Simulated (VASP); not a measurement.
# CoO (Pm-3m) in VASP: further runs, part 2 of 2

VASP 6.6.1. Earlier steps stand in the parts before.

## (6) Single point, PBEsol, collinear spin, ferromagnetic start

File INCAR:

```
PREC     = Accurate       # precision mode
ENCUT    = 520            # plane-wave cutoff, eV
EDIFF    = 1E-6           # SCF threshold, eV
ISMEAR   = 0              # smearing method
SIGMA    = 0.1            # smearing width, eV
LREAL    = False          # projectors in reciprocal space
LASPH    = True           # aspherical terms in the spheres
NELM     = 150            # most SCF steps
ALGO     = Normal         # electronic algorithm
ISIF     = 2              # what is computed and relaxed
LWAVE    = False          # write WAVECAR
LCHARG   = False          # write CHGCAR
ISPIN    = 2              # spin polarisation
MAGMOM   = 3.21 0.91      # initial moments
LORBIT   = 11             # projections on sites
NUPDOWN  = 4.0            # fixed moment
LMAXMIX  = 4              # l up to which the mixer works
GGA      = PS             # functional
NBANDS   = 18             # bands
```

File KPOINTS:

```
Automatic mesh
0
Gamma
  16 16 16
```

File POSCAR:

```
CoO
1.0
    2.5724609762      0.0000000000      0.0000000000
    0.0000000000      2.5724609762      0.0000000000
    0.0000000000      0.0000000000      2.5724609762
Co O
1 1
Direct
    0.0000000000      0.0000000000      0.0000000000
    0.5000000000      0.5000000000      0.5000000000
```

Potentials or basis: VASP PAW PBE potentials, release 64 (Co, O).

The run is started by

```sh
> cat potpaw_PBE.64/Co/POTCAR potpaw_PBE.64/O/POTCAR > POTCAR
> mpirun -np 1 vasp_std > vasp.out
```

OUTCAR:

```text
PREC = Accurate
   ENCUT = 520
   EDIFF = 1E-6
   ISMEAR = 0
   LREAL = False
   LASPH = True
   NELM = 150
   ISIF = 2
   ISPIN = 2
   LORBIT = 11
   NUPDOWN = 4.0
   GGA = PS

 ion  position               nearest neighbor table
   1  0.000  0.000  0.000-   2 2.23   2 2.23   2 2.23   2 2.23   2 2.23   2 2.23   2 2.23   2 2.23

   2  0.500  0.500  0.500-   1 2.23   1 2.23   1 2.23   1 2.23   1 2.23   1 2.23   1 2.23   1 2.23

  LATTYP: Found a simple cubic cell.
 ALAT       =     2.5724609762

  Lattice vectors:

 A1 = (   2.5724609762,   0.0000000000,   0.0000000000)
 A2 = (   0.0000000000,   2.5724609762,   0.0000000000)
 A3 = (   0.0000000000,   0.0000000000,   2.5724609762)

Analysis of symmetry for initial positions (statically):
=====================================================================
 Subroutine PRICEL returns:
 Original cell was already a primitive cell.

 Routine SETGRP: Setting up the symmetry group for a
 simple cubic supercell.

 Subroutine GETGRP returns: Found 48 space group operations
 (whereof 48 operations were pure point group operations)
 out of a pool of 48 trial point group operations.

The static configuration has the point symmetry O_h .

Analysis of symmetry for dynamics (positions and initial velocities):
=====================================================================
 Subroutine PRICEL returns:
 Original cell was already a primitive cell.

 Routine SETGRP: Setting up the symmetry group for a
 simple cubic supercell.

 Subroutine GETGRP returns: Found 48 space group operations
 (whereof 48 operations were pure point group operations)
 out of a pool of 48 trial point group operations.

The dynamic configuration has the point symmetry O_h .

Analysis of structural, dynamic, and magnetic symmetry:
=====================================================================
[... 152 lines left out ...]
  ---------------------------------------------------
  ext. energy  EPLUGINS =         0.00000000
  ---------------------------------------------------
  free energy    TOTEN  =       -10.66502166 eV

  energy without entropy =      -10.64767768  energy(sigma->0) =      -10.65634967

 E-fermi :   8.4837     XC(G=0): -13.5791

 val. band max:       15.1863551665   @ k =   0.5000   0.3750   0.1875
 cond. band min:       8.4881391790   @ k =   0.3125   0.3125   0.0625
 fundamental gap:     -6.6982159874
 Fermi energy:        15.1885795277

 spin component 1

 k-point     1 :       0.0000    0.0000    0.0000
  band No.  band energies     occupation
      1     -11.6828      1.00000
      2       3.8305      1.00000
      3       3.8305      1.00000
      4       5.6818      1.00000
      5       5.6818      1.00000
      6       5.6818      1.00000
[... 493 lines left out ...]
     17      37.5895      0.00000
     18      40.4252      0.00000

 [... further k-points ...]

 spin component 2

 k-point     1 :       0.0000    0.0000    0.0000
  band No.  band energies     occupation
      1     -10.4069      1.00000
      2       6.1632      1.00000
      3       6.1632      1.00000
      4       7.5562      1.00000
      5       7.5562      1.00000
      6       7.5562      1.00000
[... 493 lines left out ...]
     17      38.7161      0.00000
     18      41.7071      0.00000

 [... further k-points ...]

------------------------ aborting loop because EDIFF is reached ----------------------------------------

  FORCE on cell =-STRESS in cart. coord.  units (eV):
  Direction    XX          YY          ZZ          XY          YZ          ZX
  --------------------------------------------------------------------------------------
  -------------------------------------------------------------------------------------
  Total        3.8702755      3.8702755      3.8702755      0.0000000      0.0000000     -0.0000000
  in kB      364.2554651    364.2554651    364.2554651      0.0000000      0.0000000     -0.0000000
  external PRESSURE =     364.2554651 kB  Pullay stress =       0.0000000 kB

 VOLUME and BASIS-vectors are now :
 -----------------------------------------------------------------------------
  energy-cutoff  :      520.00
  volume of cell :       17.02
      direct lattice vectors                 reciprocal lattice vectors
     2.572460976  0.000000000  0.000000000     0.388732816  0.000000000  0.000000000
     0.000000000  2.572460976  0.000000000     0.000000000  0.388732816  0.000000000
     0.000000000  0.000000000  2.572460976     0.000000000  0.000000000  0.388732816

 POSITION                                       TOTAL-FORCE (eV/Angst)
 -----------------------------------------------------------------------------------
      0.00000      0.00000      0.00000         0.000000      0.000000      0.000000
      1.28623      1.28623      1.28623         0.000000      0.000000      0.000000
 -----------------------------------------------------------------------------------
    total drift:                                0.000000      0.000000      0.000000

  FREE ENERGIE OF THE ION-ELECTRON SYSTEM (eV)
  ---------------------------------------------------
  free  energy   TOTEN  =       -10.6650216571 eV

  energy  without entropy=      -10.6476776830  energy(sigma->0) =      -10.65634967

 total charge

# of ion       s       p       d       tot
------------------------------------------
    1        0.489   0.424   6.953   7.866
    2        1.605   3.308   0.000   4.913
--------------------------------------------------
tot          2.094   3.732   6.953  12.779

 magnetization (x)

# of ion       s       p       d       tot
------------------------------------------
    1        0.184   0.055   2.796   3.034
    2        0.069   0.704   0.000   0.773
--------------------------------------------------
tot          0.253   0.759   2.796   3.807
```

It took 35 s on 1 thread of Intel Xeon 6975P-C (Granite Rapids), shared host; peak memory 0.19 GiB.

What came out:

| Quantity | Value |
| --- | --- |
| Free energy | -10.6650 eV |
| Pressure | 36.4 GPa |
| Net moment | 4.00 μB per cell |
| Site moments | Co +3.03; O +0.77 μB |
| Valence electrons inside the program's atomic spheres | Co 7.87; O 4.91 |

Caveat: the cell stands under pressure; the PAW data sets were made with another functional, which shifts forces and pressure a little; the total moment is fixed, so each spin has its own Fermi level and the state may be an excited one; a cell with one magnetic atom can't hold antiferromagnetic order, which such compounds often take.

## (7) Single point, PBEsol, collinear spin, antiferromagnetic start

This run uses another cell than the first one: it holds 4 atoms, not 2.

File INCAR:

```
SYSTEM = CoO
PREC     = Accurate       ! precision mode
ENCUT    = 520            ! plane-wave cutoff, eV
EDIFF    = 1E-6           ! SCF threshold, eV
ISMEAR   = 0              ! smearing method
SIGMA    = 0.1            ! smearing width, eV
LREAL    = .False.        ! projectors in reciprocal space
LASPH    = .True.         ! aspherical terms in the spheres
NELM     = 150            ! most SCF steps
ALGO     = Normal         ! electronic algorithm
ISIF     = 2              ! what is computed and relaxed
LWAVE    = .False.        ! write WAVECAR
LCHARG   = .False.        ! write CHGCAR
ISPIN    = 2              ! spin polarisation
MAGMOM   = 3 -3 0 0       ! initial moments
LORBIT   = 11             ! projections on sites
LMAXMIX  = 4              ! l up to which the mixer works
GGA      = PS             ! functional
NBANDS   = 27             ! bands
```

File KPOINTS:

```
Automatic mesh
0
Gamma
  16 16 8
  0 0 0
```

File POSCAR:

```
CoO
1.0
    2.5724609762      0.0000000000      2.5724609762
    0.0000000000      2.5724609762      2.5724609762
    0.0000000000      0.0000000000      5.1449219523
Co O
2 2
Direct
    0.0000000000      1.0000000000      0.0000000000
    0.0000000000      1.0000000000      0.5000000000
    0.5000000000      0.5000000000      0.7500000000
    0.5000000000      0.5000000000      0.2500000000
```

The run is started by

```sh
> cat potpaw_PBE.64/Co/POTCAR potpaw_PBE.64/O/POTCAR > POTCAR
> mpirun -np 1 vasp_std > vasp.out
```

Wall time 1.8 min (1 thread of Intel Xeon 6975P-C (Granite Rapids), shared host); peak memory 0.27 GiB.

Results (log left out):

```yaml
Free_energy: -26.8710 eV
Pressure: -2.2 GPa
Band_gap_on_the_k_mesh: 0.14 eV
Net_moment: 0.00 μB per cell
Site_moments: Co +2.30, -2.30; O +0.00 μB
Valence_electrons_inside_the_program's_atomic_spheres: Co 7.92; O 4.92
```

Levels at points of the mesh, in eV from the valence-band top:
Spin up:
```tsv
k point	band 12	band 13	band 14	band 15	band 16	band 17	band 18	band 19
(0.00, 0.00, 0.00)	-1.51	-1.51	0.00	0.00	1.22	1.63	1.63	1.63
(0.50, 0.00, 0.00)	-1.80	-1.80	-0.23	-0.01	0.23	1.20	1.20	6.44
(0.00, 0.00, 0.50)	-1.05	-1.05	-0.90	-0.90	0.14	1.19	1.19	6.07
```
Spin down:
| k point | band 13 | band 14 | band 15 | band 16 | band 17 | band 18 |
| --- | --- | --- | --- | --- | --- | --- |
| (0.00, 0.00, 0.00) | -1.51 | 0.00 | 0.00 | 1.22 | 1.63 | 1.63 |
| (0.50, 0.00, 0.00) | -1.80 | -0.23 | -0.01 | 0.23 | 1.20 | 1.20 |
| (0.00, 0.00, 0.50) | -1.05 | -0.90 | -0.90 | 0.14 | 1.19 | 1.19 |

Caveat: the PAW data sets were made with another functional, which shifts forces and pressure a little. A k mesh can miss the band edges.

## (8) Summary

| spin | fixed moment (μB) | cell | k mesh | pressure (GPa) | moment (μB) |
| --- | --- | --- | --- | --- | --- |
| collinear, ferromagnetic start | 2.0 | a = 2.572 Å, 2 atoms, atomic positions A | 16 × 16 × 16 | -8.9 | 2.00 |
| collinear, ferromagnetic start | 2.5 | a = 2.572 Å, 2 atoms, atomic positions A | 16 × 16 × 16 | -5.3 | 2.50 |
| collinear, ferromagnetic start | 3.0 | a = 2.572 Å, 2 atoms, atomic positions A | 16 × 16 × 16 | -0.6 | 3.00 |
| collinear, ferromagnetic start | 3.5 | a = 2.572 Å, 2 atoms, atomic positions A | 16 × 16 × 16 | 18.6 | 3.50 |
| collinear, ferromagnetic start | 4.0 | a = 2.572 Å, 2 atoms, atomic positions A | 16 × 16 × 16 | 36.4 | 4.00 |
| collinear, antiferromagnetic start | - | a = 3.638, b = 3.638, c = 5.145 Å, angles 45.0, 45.0, 60.0°, 4 atoms, atomic positions B | 16 × 16 × 8 | -2.2 | 0.00 |

Alike in all rows: task single point; level PBEsol; potentials or basis VASP PAW PBE potentials, release 64 (Co, O); cutoff (eV) 520; smearing gaussian 0.1 eV.

Caveats: the PAW data sets were made with another functional, which shifts forces and pressure a little; the total moment is fixed, so each spin has its own Fermi level and the state may be an excited one (at least some runs); a cell with one magnetic atom can't hold antiferromagnetic order, which such compounds often take (at least some runs); the cell stands under tension (at least some runs); the cell stands under pressure (at least some runs).

Absolute energies hang on the potentials; compare differences alone.
